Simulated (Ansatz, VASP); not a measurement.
**One calculation of Hf, two programs**

The input INCAR:

```
SYSTEM = Hf
PREC = Accurate ; ENCUT = 600
EDIFF = 1E-6 ; ISMEAR = -1
SIGMA = 0.05 ; LREAL = .FALSE.
LASPH = .TRUE. ; NELM = 80
ALGO = Normal ; ISIF = 3
LWAVE = .FALSE. ; LCHARG = .FALSE.
GGA = PS ; IBRION = 2
NSW = 80 ; EDIFFG = -0.005
```

The input KPOINTS:

```
regular mesh
0
G
  10 10 10
  0 0 0
```

Contents of POSCAR:

```
Hf
1.0
    0.0000000000      2.2200000000      2.2200000000
    2.2200000000      0.0000000000      2.2200000000
    2.2200000000      2.2200000000      0.0000000000
Hf
1
Direct
    0.0000000000      0.0000000000      0.0000000000
```

Contents of input.yaml:

```yaml
crystal:
  lattice:
    - [0.0, 2.22, 2.22]
    - [2.22, 0.0, 2.22]
    - [2.22, 2.22, 0.0]
  atoms:
    - { symbol: Hf, position: [0.0, 0.0, 0.0] }
kpoints:
  mp_grid: { grid: [10, 10, 10] }
scf:
  occupations: { method: fermi_dirac, width: 0.05 }
hamiltonian:
  xc: pbesol
  pseudopotentials: { kind: all_electron, lapw: { basis_error: 0.001 } }
output:
  forces: true
  stress: true
relax:
  f_tol: 0.005
  max_steps: 60
  cell: {}
```

Alike in both runs: task relaxation of cell and atoms; functional PBEsol; k mesh 10 × 10 × 10; occupations fermi-dirac, width 0.05 eV; no spin polarisation.

```csv
,VASP,Ansatz
version,VASP 6.6.1,Ansatz 0.2.0
potentials or method,"VASP PAW PBE potentials, release 64 (Hf_pv), cutoff 600 eV","all-electron LAPW, scalar-relativistic"
```

Ansatz gave:

```
relaxed volume (Å³/atom)                                     : 21.56
relaxed cell length with the largest relative difference (Å) : 3.124
```

**Question.** What did VASP give for the same quantities?

**Answer.** Relaxed volume (Å³/atom): 21.47; relaxed cell length with the largest relative difference (Å): 3.120.

VASP's potentials were made for PBE, not for PBEsol. Ansatz ran all-electron here, and VASP with PAW potentials.

Spin-orbit coupling is off throughout.
